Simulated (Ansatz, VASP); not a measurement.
**AlN: VASP beside Ansatz**

INCAR

```
SYSTEM = AlN
  PREC = Accurate
  ENCUT = 520
  EDIFF = 1E-6
  ISMEAR = 0
  SIGMA = 0.01
  LREAL = .False.
  LASPH = .True.
  NELM = 60
  ALGO = Normal
  ISIF = 2
  LWAVE = .False.
  LCHARG = .True.
  GGA = PE
  LELF = .True.
  LVHAR = .True.
  NBANDS = 26
```

KPOINTS

```
regular mesh
0
Gamma
  9 9 2
  0 0 0
```

File POSCAR:

```
AlN
1.0
    3.1818922403      0.0000000000      0.0000000000
   -1.5909461201      2.7555995122      0.0000000000
    0.0000000000      0.0000000000     10.3097424305
Al N
4 4
Direct
    0.0000000000      0.0000000000     -0.0012519071
    0.3333333333      0.6666666667      0.2498316789
    0.0000000000      0.0000000000      0.4987480929
    0.6666666667      0.3333333333      0.7498316789
    0.0000000000      0.0000000000      0.1882172311
    0.3333333333      0.6666666667      0.4382029971
    0.0000000000      0.0000000000      0.6882172311
    0.6666666667      0.3333333333      0.9382029971
```

Input for Ansatz:

```yaml
crystal:
  lattice:
    - [3.1818922403, 0.0, 0.0]
    - [-1.5909461201, 2.7555995122, 0.0]
    - [0.0, 0.0, 10.3097424305]
  atoms:
    - { symbol: Al, position: [0.0, 0.0, -0.0012519071] }
    - { symbol: Al, position: [0.3333333333, 0.6666666667, 0.2498316789] }
    - { symbol: Al, position: [0.0, 0.0, 0.4987480929] }
    - { symbol: Al, position: [0.6666666667, 0.3333333333, 0.7498316789] }
    - { symbol: "N", position: [0.0, 0.0, 0.1882172311] }
    - { symbol: "N", position: [0.3333333333, 0.6666666667, 0.4382029971] }
    - { symbol: "N", position: [0.0, 0.0, 0.6882172311] }
    - { symbol: "N", position: [0.6666666667, 0.3333333333, 0.9382029971] }
kpoints:
  mp_grid: { grid: [9, 9, 2] }
hamiltonian:
  xc: pbe
scf:
  occupations: { method: fixed }
  n_extra_bands: 6
output:
  forces: true
  stress: true
  eigenvalues: true
```

Alike in both runs: task single point; functional PBE; k mesh 9 × 9 × 2; no spin polarisation.

|  | VASP | Ansatz |
| --- | --- | --- |
| version | VASP 6.6.1 | Ansatz 0.2.0 |
| potentials or method | VASP PAW PBE potentials, release 64 (Al, N) | plane waves, PAW |
| plane-wave cutoff (eV) | 520 | 420 |
| occupations | gaussian, width 0.01 eV | fixed |
| valence electrons in the cell | 32 | 32 |

|  | VASP | Ansatz | Ansatz less VASP |
| --- | --- | --- | --- |
| gap on the k mesh at the Fermi level (eV) | 3.51 | 3.51 | -0.007 |
| pressure (GPa) | -10.3 | -10.0 | +0.26 |
| traceless stress, the component that is largest in VASP (GPa) | 0.21 | 0.20 | -0.015 |
| rms of the force components (eV/Å) | 0.006 | 0.006 | 0.0000 |

Atom by atom the forces differ by 0.000 eV/Å (rms over components).
